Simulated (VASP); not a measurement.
# ZrB (Fm-3m) in VASP: settings compared

ZrB is run at these levels: HF, BLYP, LDA; tasks: single point.

Program: VASP 6.6.1. These are calculated values, not measurements. Logs are shortened: lines on timing, memory, paths and dates and some standing lists are left out, and cuts for length are marked.

**1. The cell of the first run**

Symmetry: Fm-3m, No. 225, cubic system. The conventional cell has a = 5.006 Å, b = 5.006 Å, c = 5.006 Å, α = 90.00°, β = 90.00°, γ = 90.00°. Within 3.3 Å of Zr (site symmetry m-3m) lie 6 B at 2.50 Å. B (site symmetry m-3m) has 6 Zr at 2.50 Å within 3.3 Å.

**2. Single point, HF**

POSCAR

```
ZrB
1.0
    0.0000000000      2.5031528298      2.5031528298
    2.5031528298      0.0000000000      2.5031528298
    2.5031528298      2.5031528298      0.0000000000
Zr B
1 1
Direct
    0.0000000000      0.0000000000      0.0000000000
    0.5000000000      0.5000000000      0.5000000000
```

INCAR.step1

```
SYSTEM = ZrB
  ALGO = Normal
  EDIFF = 1E-5
  ENCUT = 520
  GGA = PE
  ISIF = 2
  ISMEAR = -1
  LASPH = .TRUE.
  LCHARG = .FALSE.
  LREAL = .FALSE.
  LWAVE = .TRUE.
  NBANDS = 14
  NELM = 100
  PREC = Accurate
  SIGMA = 0.05
```

INCAR.step2

```
SYSTEM = ZrB
  AEXX = 1.0
  AGGAC = 0.0
  ALDAC = 0.0
  ALGO = Normal
  EDIFF = 1E-6
  ENCUT = 520
  GGA = PE
  ISIF = 2
  ISMEAR = -1
  ISTART = 1
  LASPH = .TRUE.
  LCHARG = .FALSE.
  LHFCALC = .TRUE.
  LREAL = .FALSE.
  LWAVE = .FALSE.
  NBANDS = 14
  NELM = 100
  PREC = Accurate
  PRECFOCK = Normal
  SIGMA = 0.05
```

KPOINTS

```
k-points
0
G
  5 5 5
  0 0 0
```

Potentials or basis: VASP PAW PBE potentials, release 64 (Zr_sv, B).

The run is started by

```sh
$ cat potpaw_PBE.64/Zr_sv/POTCAR potpaw_PBE.64/B/POTCAR > POTCAR
$ cp INCAR.step1 INCAR
$ mpirun -np 1 vasp_std > vasp.out
$ cp INCAR.step2 INCAR
$ mpirun -np 1 vasp_std > vasp.out
```

OUTCAR:

```text
SYSTEM = ZrB
   AEXX = 1.0
   EDIFF = 1E-6
   ENCUT = 520
   GGA = PE
   ISIF = 2
   ISMEAR = -1
   ISTART = 1
   LASPH = .TRUE.
   LHFCALC = .TRUE.
   LREAL = .FALSE.
   NELM = 100
   PREC = Accurate
   PRECFOCK = Normal

 ion  position               nearest neighbor table
   1  0.000  0.000  0.000-   2 2.50   2 2.50   2 2.50   2 2.50   2 2.50   2 2.50
   2  0.500  0.500  0.500-   1 2.50   1 2.50   1 2.50   1 2.50   1 2.50   1 2.50

  LATTYP: Found a face centered cubic cell.
 ALAT       =     5.0063056596

  Lattice vectors:

 A1 = (   0.0000000000,   2.5031528298,   2.5031528298)
 A2 = (   2.5031528298,   0.0000000000,   2.5031528298)
 A3 = (   2.5031528298,   2.5031528298,   0.0000000000)

Analysis of symmetry for initial positions (statically):
=====================================================================
 Subroutine PRICEL returns:
 Original cell was already a primitive cell.

 Routine SETGRP: Setting up the symmetry group for a
 face centered cubic supercell.

 Subroutine GETGRP returns: Found 48 space group operations
 (whereof 48 operations were pure point group operations)
 out of a pool of 48 trial point group operations.

The static configuration has the point symmetry O_h .

Analysis of symmetry for dynamics (positions and initial velocities):
=====================================================================
 Subroutine PRICEL returns:
 Original cell was already a primitive cell.

 Routine SETGRP: Setting up the symmetry group for a
 face centered cubic supercell.

 Subroutine GETGRP returns: Found 48 space group operations
 (whereof 48 operations were pure point group operations)
 out of a pool of 48 trial point group operations.

The dynamic configuration has the point symmetry O_h .

 Subroutine INISYM returns: Found 48 space group operations
 (whereof 48 operations are pure point group operations),
 and found     1 'primitive' translations

----------------------------------------------------------------------------------------

                                     Primitive cell

  volume of cell :      31.3684

  direct lattice vectors                    reciprocal lattice vectors
     0.000000000  2.503152830  2.503152830    -0.199748091  0.199748091  0.199748091
     2.503152830  0.000000000  2.503152830     0.199748091 -0.199748091  0.199748091
     2.503152830  2.503152830  0.000000000     0.199748091  0.199748091 -0.199748091

  length of vectors
     3.539992681  3.539992681  3.539992681     0.345973843  0.345973843  0.345973843

[... 84 lines left out ...]
     AMIX     =   0.40;   BMIX     =  1.00
     AMIX_MAG =   1.60;   BMIX_MAG =  1.00
  volume/ion in A,a.u.               =      15.68       105.84
  Fermi-wavevector in a.u.,A,eV,Ry     =   1.280190  2.419209 22.298416  1.638887
  Thomas-Fermi vector in A             =   2.412632
   LORBIT       =      0    0 simple, 1 ext, 2 COOP (PROOUT), +10 PAW based schemes
   GGA     = PE    functional components
   LHFCALC =     T    Hartree Fock is set to
   PRECFOCK=normal    Normal, Fast or Accurate (Low or Medium for compatibility)
   ENCUT4O =  -1.0   cutoff for four orbital integrals eV
   NKREDX  =     1    reduce k-point grid by
   NKREDY  =     1    reduce k-point grid by
   NKREDZ  =     1    reduce k-point grid by
   AEXX    =    1.0000 exact exchange contribution
   HFSCREEN=    0.0000 screening length (either q_TF or 0.3 A-1)
   HFSCREENC=   0.0000 screening length for correlation (either q_TF or 0.3 A-1)
   ENCUTFOCK=  -1.0 apply spherical cutoff to Coloumb kernel
   IVDW    =     0    specifies the selected vdW correction
   LEPSILON=     F    determine dielectric tensor
   LRPA    =     F    only Hartree local field effects (RPA)
 non-spin polarized calculation
  energy-cutoff  :      520.00
  volume of cell :       31.37
 maximum number of plane-waves:       869
 NGX is ok and might be reduce to    28
  NGX = 20; NGY = 20; NGZ = 20

 number of electron      15.0000000 magnetization

 Free energy of the ion-electron system (eV)
  ---------------------------------------------------
  ext. energy  EPLUGINS =         0.00000000
  ---------------------------------------------------
  free energy    TOTEN  =       -26.22141295 eV

  energy without entropy =      -26.20825492  energy(sigma->0) =      -26.21483394

 E-fermi :   8.2307     XC(G=0):   0.0000

 val. band max:        6.6972757033   @ k =   0.4000   0.4000   0.0000
 cond. band min:       8.2432796563   @ k =   0.4000   0.2000   0.0000
 fundamental gap:      1.5460039530
 Fermi energy:         8.2307139349

 k-point     1 :       0.0000    0.0000    0.0000
  band No.  band energies     occupation
      1     -55.5724      2.00000
      2     -27.7529      2.00000
      3     -27.7529      2.00000
      4     -27.7529      2.00000
      5      -7.2305      2.00000
      6      13.6256      0.00000
      7      13.6256      0.00000
      8      13.6256      0.00000
      9      14.3953      0.00000
     10      14.3953      0.00000
     11      14.3953      0.00000
     12      14.7274      0.00000
     13      14.7274      0.00000
     14      23.5006      0.00000
[... 139 lines left out ...]
      1     -55.4820      2.00000
      2     -28.2640      2.00000
      3     -28.0931      2.00000
      4     -27.9204      2.00000
      5      -3.1144      2.00000
      6       2.6979      2.00000
      7       4.2655      2.00000
      8       5.6036      2.00000
      9      15.5097      0.00000
     10      17.6275      0.00000
     11      18.9847      0.00000
     12      19.1397      0.00000
     13      21.8150      0.00000
     14      25.5855      0.00000

------------------------ aborting loop because EDIFF is reached ----------------------------------------

  FORCE on cell =-STRESS in cart. coord.  units (eV):
  Direction    XX          YY          ZZ          XY          YZ          ZX
  --------------------------------------------------------------------------------------
  -------------------------------------------------------------------------------------
  Total       -0.0640610     -0.0640610     -0.0640610     -0.0000000      0.0000000      0.0000000
  in kB       -3.2719919     -3.2719919     -3.2719919     -0.0000000      0.0000000      0.0000000
  external PRESSURE =      -3.2719919 kB  Pullay stress =       0.0000000 kB

 VOLUME and BASIS-vectors are now :
 -----------------------------------------------------------------------------
  energy-cutoff  :      520.00
  volume of cell :       31.37
      direct lattice vectors                 reciprocal lattice vectors
     0.000000000  2.503152830  2.503152830    -0.199748091  0.199748091  0.199748091
     2.503152830  0.000000000  2.503152830     0.199748091 -0.199748091  0.199748091
     2.503152830  2.503152830  0.000000000     0.199748091  0.199748091 -0.199748091

 POSITION                                       TOTAL-FORCE (eV/Angst)
 -----------------------------------------------------------------------------------
      0.00000      0.00000      0.00000         0.000000      0.000000     -0.000000
      2.50315      2.50315      2.50315        -0.000000     -0.000000      0.000000
 -----------------------------------------------------------------------------------
    total drift:                               -0.000000     -0.000000     -0.000000

  FREE ENERGIE OF THE ION-ELECTRON SYSTEM (eV)
  ---------------------------------------------------
  free  energy   TOTEN  =       -26.2214129540 eV

  energy  without entropy=      -26.2082549212  energy(sigma->0) =      -26.21483394
```

OUTCAR.step1:

```text
SYSTEM = ZrB
   EDIFF = 1E-5
   ENCUT = 520
   GGA = PE
   ISIF = 2
   ISMEAR = -1
   LASPH = .TRUE.
[... 374 lines left out ...]
      0.00000      0.00000      0.00000        -0.000000     -0.000000     -0.000000
      2.50315      2.50315      2.50315         0.000000      0.000000      0.000000
 -----------------------------------------------------------------------------------
    total drift:                               -0.000000      0.000000      0.000000

  FREE ENERGIE OF THE ION-ELECTRON SYSTEM (eV)
  ---------------------------------------------------
  free  energy   TOTEN  =       -15.9750072376 eV

  energy  without entropy=      -15.9613696121  energy(sigma->0) =      -15.96818842
```

OSZICAR.step1:

```text
N       E                     dE             d eps       ncg     rms          rms(c)
DAV:   1     0.917916350754E+02    0.91792E+02   -0.77025E+03   280   0.101E+03
DAV:   2    -0.138847495443E+02   -0.10568E+03   -0.10014E+03   346   0.269E+02
DAV:   3    -0.178960904338E+02   -0.40113E+01   -0.39730E+01   468   0.435E+01
DAV:   4    -0.179422497482E+02   -0.46159E-01   -0.46156E-01   304   0.513E+00
DAV:   5    -0.179433266985E+02   -0.10770E-02   -0.10769E-02   418   0.480E-01    0.149E+01
DAV:   6    -0.159798891611E+02    0.19634E+01   -0.31002E+00   316   0.147E+01    0.478E+00
DAV:   7    -0.159769731653E+02    0.29160E-02   -0.23902E-01   352   0.336E+00    0.235E+00
DAV:   8    -0.159750798613E+02    0.18933E-02   -0.33656E-02   340   0.147E+00    0.244E-01
DAV:   9    -0.159748961941E+02    0.18367E-03   -0.31507E-03   374   0.318E-01    0.149E-01
DAV:  10    -0.159750131778E+02   -0.11698E-03   -0.42679E-04   310   0.223E-01    0.273E-02
DAV:  11    -0.159750072376E+02    0.59402E-05   -0.24904E-05   344   0.413E-02
   1 F= -.15975007E+02 E0= -.15968188E+02  d E =-.136376E-01
```

Run time: 40 min. Hardware: 1 thread of Intel Xeon 8259CL, shared host; peak memory 0.17 GiB.

Results:

```
Free energy            : -26.2214 eV
Pressure               : -0.3 GPa
Band gap on the k mesh : zero (an odd number of electrons rules out a gap without spin polarisation)
```

Caveat: the k points lie up to 0.43 Å⁻¹ apart, too coarse for converged energies and pressures of a metal; the PAW data sets were made with another functional, which shifts forces and pressure a little.

**3. Single point, BLYP, non-collinear spin, zero start, spin-orbit coupling**

This run uses another cell than the first one, of 11.81 Å³/atom.

INCAR

```
SYSTEM = ZrB
AGGAC = 1.0
AGGAX = 1.0
ALDAC = 0.0
ALDAX = 1.0
ALGO = Normal
EDIFF = 1E-6
ENCUT = 520
GGA = B5
GGA_COMPAT = .False.
ISIF = 2
ISMEAR = 1
LASPH = .True.
LCHARG = .False.
LMAXMIX = 4
LORBIT = 11
LORBMOM = .True.
LREAL = .False.
LSORBIT = .True.
LWAVE = .False.
MAGMOM = 0 0 0 0 0 0
NBANDS = 27
NELM = 150
PREC = Accurate
SIGMA = 0.1
```

KPOINTS

```
k-points
0
Gamma
  10 10 10
  0 0 0
```

POSCAR

```
ZrB
1.0
    0.0000000000      2.2775377028      2.2775377028
    2.2775377028      0.0000000000      2.2775377028
    2.2775377028      2.2775377028      0.0000000000
Zr B
1 1
Direct
    0.0000000000      0.0000000000      0.0000000000
    0.5000000000      0.5000000000      0.5000000000
```

Potentials or basis: VASP PAW PBE potentials, release 64 (Zr_sv, B).

The run is started by

```sh
$ cat potpaw_PBE.64/Zr_sv/POTCAR potpaw_PBE.64/B/POTCAR > POTCAR
$ mpirun -np 1 vasp_ncl > vasp.out
```

It took 64 s on 1 thread of Intel Xeon Platinum 8259CL at 2.50GHz (Skylake/Cascade Lake), shared host; peak memory 0.21 GiB.

Results (log left out):

```
Free energy                                           : -13.1738 eV
Pressure                                              : 62.3 GPa
Net moment                                            : 0.00 μB per cell
Valence electrons inside the program's atomic spheres : Zr 10.26; B 2.02
```

Moments on the atoms (μB; x, y, z):
```
Zr  0.00 0.00 0.00
B   0.00 0.00 0.00
```

Caveat: the cell stands under pressure; the PAW data sets were made with another functional, which shifts forces and pressure a little.

**4. Single point, LDA, non-collinear spin, zero start, spin-orbit coupling**

This run uses another cell than the first one, of 12.57 Å³/atom.

INCAR

```
PREC = Accurate
ENCUT = 520
EDIFF = 1E-7
ISMEAR = 1
SIGMA = 0.1
LREAL = False
LASPH = True
NELM = 150
ALGO = Normal
ISIF = 2
LWAVE = False
LCHARG = False
MAGMOM = 0 0 0 0 0 0
LORBIT = 11
LSORBIT = True
GGA_COMPAT = False
LORBMOM = True
LMAXMIX = 4
NBANDS = 27
```

KPOINTS

```
regular mesh
0
Gamma
  10 10 10
```

POSCAR

```
ZrB
1.0
    0.0000000000      2.3250000000      2.3250000000
    2.3250000000      0.0000000000      2.3250000000
    2.3250000000      2.3250000000      0.0000000000
Zr B
1 1
Direct
    0.0000000000      0.0000000000      0.0000000000
    0.5000000000      0.5000000000      0.5000000000
```

Potentials or basis: VASP PAW LDA potentials, release 64 (Zr_sv, B).

The run is started by

```sh
$ cat potpaw_LDA.64/Zr_sv/POTCAR potpaw_LDA.64/B/POTCAR > POTCAR
$ mpirun -np 1 vasp_ncl > vasp.out
```

Run time: 70 s. Hardware: 1 thread of Intel Xeon Platinum 8259CL at 2.50GHz (Skylake/Cascade Lake), shared host; peak memory 0.2 GiB.

The run converged. Its results:

* Free energy: -17.3680 eV
* Pressure: 25.4 GPa
* Net moment: 0.00 μB per cell
* Valence electrons inside the program's atomic spheres: Zr 10.13; B 1.91

Moments on the atoms (μB; x, y, z):
```
Zr  0.00 0.00 0.00
B   0.00 0.00 0.00
```

Caveat: the cell stands under pressure.

[end of part 1 of 2]

The gap in the log of VASP goes by the Fermi energy; the results here count the filled bands.